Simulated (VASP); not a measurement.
# La3O2 (P-3m1) in VASP: settings compared, part 2 of 2

VASP 6.6.1. The steps go on from the part before.

### Step 3. Single point, PBE

This run uses another cell than the first one, of 26.31 Å³/atom.

Input file INCAR:

```
PREC = Accurate
ENCUT = 520
EDIFF = 1E-6
ISMEAR = 0
SIGMA = 0.1
LREAL = F
LASPH = T
NELM = 100
ALGO = Normal
ISIF = 2
LWAVE = F
LCHARG = F
GGA = PE
NBANDS = 30
```

Input file KPOINTS:

```
regular mesh
0
Gamma
  6 6 4
```

Input file POSCAR:

```
La3O2
1.0
    4.5803854200      0.0000000000      0.0000000000
   -2.2901927100      3.9667301400      0.0000000000
    0.0000000000      0.0000000000      7.2414462800
La O
3 2
Direct
    0.3333333300      0.6666666700      0.6300000000
    0.6666666700      0.3333333300      0.3700000000
    0.0000000000      0.0000000000      0.0000000000
    0.3333333300      0.6666666700      0.2350000000
    0.6666666700      0.3333333300      0.7650000000
```

Potentials or basis: VASP PAW PBE potentials, release 64 (La, O).

Run with:

```bash
$ cat potpaw_PBE.64/La/POTCAR potpaw_PBE.64/O/POTCAR > POTCAR
$ mpirun -np 1 vasp_std > vasp.out
```

OUTCAR:

```text
PREC = Accurate
   ENCUT = 520
   EDIFF = 1E-6
   ISMEAR = 0
   LREAL = F
   LASPH = T
   NELM = 100
   ISIF = 2
   GGA = PE

 ion  position               nearest neighbor table
   1  0.333  0.667  0.630-   5 2.82   5 2.82   5 2.82   2 3.25   2 3.25   2 3.25
   2  0.667  0.333  0.370-   4 2.82   4 2.82   4 2.82   1 3.25   1 3.25   1 3.25
   3  0.000  0.000  0.000-
   4  0.333  0.667  0.235-   2 2.82   2 2.82   2 2.82
   5  0.667  0.333  0.765-   1 2.82   1 2.82   1 2.82

  LATTYP: Found a hexagonal cell.
 ALAT       =     4.5803854200
 C/A-ratio  =     1.5809687649

  Lattice vectors:

 A1 = (   4.5803854200,   0.0000000000,   0.0000000000)
 A2 = (  -2.2901927100,   3.9667301400,   0.0000000000)
 A3 = (   0.0000000000,   0.0000000000,   7.2414462800)

Analysis of symmetry for initial positions (statically):
=====================================================================
 Subroutine PRICEL returns:
 Original cell was already a primitive cell.

 Routine SETGRP: Setting up the symmetry group for a
 hexagonal supercell.

 Subroutine GETGRP returns: Found 12 space group operations
 (whereof 12 operations were pure point group operations)
 out of a pool of 24 trial point group operations.

The static configuration has the point symmetry D_3d.

Analysis of symmetry for dynamics (positions and initial velocities):
=====================================================================
 Subroutine PRICEL returns:
 Original cell was already a primitive cell.

 Routine SETGRP: Setting up the symmetry group for a
 hexagonal supercell.

 Subroutine GETGRP returns: Found 12 space group operations
 (whereof 12 operations were pure point group operations)
 out of a pool of 24 trial point group operations.

The dynamic configuration has the point symmetry D_3d.

 Subroutine INISYM returns: Found 12 space group operations
[... 119 lines left out ...]
   IALGO  =     38    algorithm
   IMIX   =      4    mixing-type and parameters
     AMIX     =   0.40;   BMIX     =  1.00
     AMIX_MAG =   1.60;   BMIX_MAG =  1.00
  volume/ion in A,a.u.               =      26.31       177.58
  Fermi-wavevector in a.u.,A,eV,Ry     =   1.144877  2.163505 17.833760  1.310744
  Thomas-Fermi vector in A             =   2.281568
   LORBIT       =      0    0 simple, 1 ext, 2 COOP (PROOUT), +10 PAW based schemes
   GGA     = PE    functional components
   LHFCALC =     F    Hartree Fock is set to
   AEXX    =    0.0000 exact exchange contribution
   IVDW    =     0    specifies the selected vdW correction
   LEPSILON=     F    determine dielectric tensor
   LRPA    =     F    only Hartree local field effects (RPA)
 non-spin polarized calculation
 Gauss-broadening in eV      SIGMA  =   0.10
  energy-cutoff  :      520.00
  volume of cell :      131.57
 maximum number of plane-waves:      3590
 NGX is ok and might be reduce to    36
   NGX = 17   NGY = 17   NGZ = 27

 number of electron      45.0000010 magnetization

 Free energy of the ion-electron system (eV)
  ---------------------------------------------------
  ext. energy  EPLUGINS =         0.00000000
  ---------------------------------------------------
  free energy    TOTEN  =       -31.21864041 eV

  energy without entropy =      -31.18894380  energy(sigma->0) =      -31.20379211

 E-fermi :   7.2995     XC(G=0):  -9.5239

 val. band max:        7.2760444389   @ k =   0.1667   0.1667   0.2500
 cond. band min:       7.2995966036   @ k =   0.3333   0.3333   0.0000
 fundamental gap:      0.0235521647
 Fermi energy:         7.2995196242

 k-point     1 :       0.0000    0.0000    0.0000
  band No.  band energies     occupation
      1     -26.3794      2.00000
      2     -26.0365      2.00000
      3     -25.6037      2.00000
      4     -11.0712      2.00000
      5     -10.4421      2.00000
      6     -10.0519      2.00000
[... 781 lines left out ...]
     29       8.3846      0.00000
     30       8.4028      0.00000

------------------------ aborting loop because EDIFF is reached ----------------------------------------

  FORCE on cell =-STRESS in cart. coord.  units (eV):
  Direction    XX          YY          ZZ          XY          YZ          ZX
  --------------------------------------------------------------------------------------
  -------------------------------------------------------------------------------------
  Total      -11.2394957    -11.2394957     -7.0575660     -0.0000000      0.0000000      0.0000000
  in kB     -136.8665797   -136.8665802    -85.9420156     -0.0000000      0.0000000      0.0000000
  external PRESSURE =    -119.8917252 kB  Pullay stress =       0.0000000 kB

 VOLUME and BASIS-vectors are now :
 -----------------------------------------------------------------------------
  energy-cutoff  :      520.00
  volume of cell :      131.57
      direct lattice vectors                 reciprocal lattice vectors
     4.580385420  0.000000000  0.000000000     0.218322239  0.126048403  0.000000000
    -2.290192710  3.966730140  0.000000000     0.000000000  0.252096806  0.000000000
     0.000000000  0.000000000  7.241446280     0.000000000  0.000000000  0.138093961

 POSITION                                       TOTAL-FORCE (eV/Angst)
 -----------------------------------------------------------------------------------
     -0.00000      2.64449      4.56211         0.000000      0.000000      0.933644
      2.29019      1.32224      2.67934        -0.000000     -0.000000     -0.933644
      0.00000      0.00000      0.00000         0.000000      0.000000      0.000000
     -0.00000      2.64449      1.70174        -0.000000      0.000000      0.387247
      2.29019      1.32224      5.53971         0.000000      0.000000     -0.387247
 -----------------------------------------------------------------------------------
    total drift:                                0.000000      0.000000      0.000000

  FREE ENERGIE OF THE ION-ELECTRON SYSTEM (eV)
  ---------------------------------------------------
  free  energy   TOTEN  =       -31.2186404100 eV

  energy  without entropy=      -31.1889438001  energy(sigma->0) =      -31.20379211
```

stdout:

```text
POSCAR found type information on POSCAR LaO
 POSCAR found :  2 types and       5 ions
 scaLAPACK will be used
 LDA part: xc-table for (Slater+PW92), standard interpolation
 POSCAR, INCAR and KPOINTS ok, starting setup
 FFT: planning ... GRIDC
 FFT: planning ... GRID_SOFT
 FFT: planning ... GRID
 WAVECAR not read
 entering main loop
```

Run time: 5.5 min. Hardware: 1 thread of Intel Xeon 8259CL, shared host; peak memory 0.3 GiB.

What came out:

```
Free energy            : -31.2186 eV
Pressure               : -12.0 GPa
Largest force          : 0.934 eV/Å
Band gap on the k mesh : zero (an odd number of electrons rules out a gap without spin polarisation)
```

Forces on the atoms (eV/Å):
```
La   0.000  0.000  0.934
La   0.000  0.000 -0.934
La   0.000  0.000  0.000
O    0.000  0.000  0.387
O    0.000  0.000 -0.387
```

Stress tensor (GPa, compression positive):
```
-13.69   0.00   0.00
  0.00 -13.69   0.00
  0.00   0.00  -8.59
```

Caveat: the cell stands under tension; spin-orbit coupling is left out, which moves the levels of the heavy elements; an odd number of electrons without spin polarisation forces a metal; a magnetic or distorted state may lie lower.

### Step 4. Single point, PBE

Input file INCAR:

```
SYSTEM = La3O2
PREC = Accurate
ENCUT = 520
EDIFF = 1E-6
ISMEAR = 0
SIGMA = 0.1
LREAL = .FALSE.
LASPH = .TRUE.
NELM = 60
ALGO = Normal
ISIF = 2
LWAVE = .FALSE.
LCHARG = .FALSE.
GGA = PE
NBANDS = 30
```

Input file KPOINTS:

```
regular mesh
0
G
  12 12 4
  0 0 0
```

Input file POSCAR:

```
La3O2
1.0
    3.6885278996      0.0000000000      0.0000000000
   -1.8442639498      3.1943588636      0.0000000000
    0.0000000000      0.0000000000      9.4581475978
La O
3 2
Direct
    0.3333333333      0.6666666667      0.6857219649
    0.6666666667      0.3333333333      0.3142780351
    0.0000000000      0.0000000000      0.0000000000
    0.3333333333      0.6666666667      0.1453716731
    0.6666666667      0.3333333333      0.8546283269
```

Run with:

```bash
$ cat potpaw_PBE.64/La/POTCAR potpaw_PBE.64/O/POTCAR > POTCAR
$ mpirun -np 1 vasp_std > vasp.out
```

Run time: 8.2 min. Hardware: 1 thread of Intel Xeon 8259CL, shared host; peak memory 0.37 GiB.

It converged, with:

| Item | Value |
| --- | --- |
| Free energy | -35.4136 eV |
| Pressure | -0.1 GPa |
| Largest force | 0.004 eV/Å |
| Band gap on the k mesh | zero (an odd number of electrons rules out a gap without spin polarisation) |

Forces in eV/Å, atoms in the order of the input:
```
La   0.000  0.000 -0.001
La   0.000  0.000  0.001
La   0.000  0.000  0.000
O    0.000  0.000 -0.004
O    0.000  0.000  0.004
```

Levels at points of the mesh, in eV from the Fermi level:
```tsv
k point	band 20	band 21	band 22	band 23	band 24	band 25	band 26	band 27
(0.00, 0.00, 0.00)	-4.47	-1.70	-0.52	0.56	1.05	1.24	1.24	1.32
(0.50, 0.00, 0.00)	-4.05	-1.65	-0.55	-0.19	0.93	1.04	1.72	1.73
(0.00, 0.00, 0.50)	-4.47	-1.34	-0.57	0.14	0.85	1.26	1.26	1.51
(0.50, 0.00, 0.50)	-4.00	-1.43	-0.77	-0.09	0.34	1.52	1.62	1.80
```

Caveat: spin-orbit coupling is left out, which moves the levels of the heavy elements; an odd number of electrons without spin polarisation forces a metal; a magnetic or distorted state may lie lower.

### Step 5. Single point, r2SCAN

POSCAR is that of step 4.

Input file INCAR.step1:

```
SYSTEM = La3O2
PREC = Accurate ; ENCUT = 520
ISMEAR = 0 ; SIGMA = 0.1
LREAL = .FALSE. ; LASPH = .TRUE.
NELM = 80 ; NBANDS = 30
GGA = PE ; ALGO = Normal
EDIFF = 1E-4 ; LWAVE = .TRUE.
LCHARG = .FALSE.
```

Input file INCAR.step2:

```
SYSTEM = La3O2
PREC = Accurate ; ENCUT = 520
EDIFF = 1E-6 ; ISMEAR = 0
SIGMA = 0.1 ; LREAL = .FALSE.
LASPH = .TRUE. ; NELM = 80
ALGO = Normal ; ISIF = 2
LWAVE = .FALSE. ; LCHARG = .TRUE.
METAGGA = R2SCAN ; LMIXTAU = .TRUE.
LELF = .TRUE. ; LVHAR = .TRUE.
NBANDS = 30 ; ISTART = 1
```

KPOINTS is that of step 4.

Run with:

```bash
$ cat potpaw_PBE.64/La/POTCAR potpaw_PBE.64/O/POTCAR > POTCAR
$ cp INCAR.step1 INCAR
$ mpirun -np 1 vasp_std > vasp.out
$ cp INCAR.step2 INCAR
$ mpirun -np 1 vasp_std > vasp.out
```

Wall time 39 min (1 thread of Intel Xeon 8259CL, shared host); peak memory 0.39 GiB.

It converged, with:

```yaml
Free_energy: -112.9759 eV
Pressure: -0.6 GPa
Largest_force: 0.138 eV/Å
Band_gap_on_the_k_mesh: zero (an odd number of electrons rules out a gap without spin polarisation)
```

Forces on the atoms (eV/Å):
```
La   0.000  0.000  0.040
La   0.000  0.000 -0.040
La   0.000  0.000  0.000
O    0.000  0.000 -0.138
O    0.000  0.000  0.138
```

Stress tensor (GPa, compression positive):
```
-0.50  0.00  0.00
 0.00 -0.50  0.00
 0.00  0.00 -0.71
```

Levels at points of the mesh, in eV from the Fermi level:
| k point | band 21 | band 22 | band 23 | band 24 | band 25 | band 26 |
| --- | --- | --- | --- | --- | --- | --- |
| (0.00, 0.00, 0.00) | -1.75 | -0.50 | 0.60 | 1.22 | 1.35 | 1.35 |
| (0.50, 0.00, 0.00) | -1.68 | -0.59 | -0.21 | 1.04 | 1.14 | 1.97 |
| (0.00, 0.00, 0.50) | -1.45 | -0.51 | 0.19 | 0.99 | 1.38 | 1.38 |
| (0.50, 0.00, 0.50) | -1.45 | -0.80 | -0.11 | 0.37 | 1.69 | 1.87 |

Caveat: the PAW data sets were made with another functional, which shifts forces and pressure a little; spin-orbit coupling is left out, which moves the levels of the heavy elements; an odd number of electrons without spin polarisation forces a metal; a magnetic or distorted state may lie lower.

### Step 6. Overview

| level | cell | k mesh | gap on the mesh (eV) | pressure (GPa) | largest force (eV/Å) |
| --- | --- | --- | --- | --- | --- |
| PBE | a = 3.681, b = 3.681, c = 9.484 Å, angles 90.0, 90.0, 120.0°, 5 atoms, atomic positions A | 6 × 6 × 4 | none | 0.0 | 0.02 |
| PBE | a = 4.580, b = 4.580, c = 7.241 Å, angles 90.0, 90.0, 120.0°, 5 atoms, atomic positions B | 6 × 6 × 4 | none | -12.0 | 0.93 |
| PBE | a = 3.689, b = 3.689, c = 9.458 Å, angles 90.0, 90.0, 120.0°, 5 atoms, atomic positions C | 12 × 12 × 4 | none | -0.1 | - |
| r2SCAN | a = 3.689, b = 3.689, c = 9.458 Å, angles 90.0, 90.0, 120.0°, 5 atoms, atomic positions C | 12 × 12 × 4 | none | -0.6 | 0.14 |

Alike in all rows: task single point; potentials or basis VASP PAW PBE potentials, release 64 (La, O); no spin polarisation; cutoff (eV) 520; smearing gaussian 0.1 eV.

Caveats: spin-orbit coupling is left out, which moves the levels of the heavy elements; an odd number of electrons without spin polarisation forces a metal; a magnetic or distorted state may lie lower; the cell stands under tension (at least some runs); the PAW data sets were made with another functional, which shifts forces and pressure a little (at least some runs).

Total energies depend on the potentials used, so only differences within one code and one set of settings carry meaning.
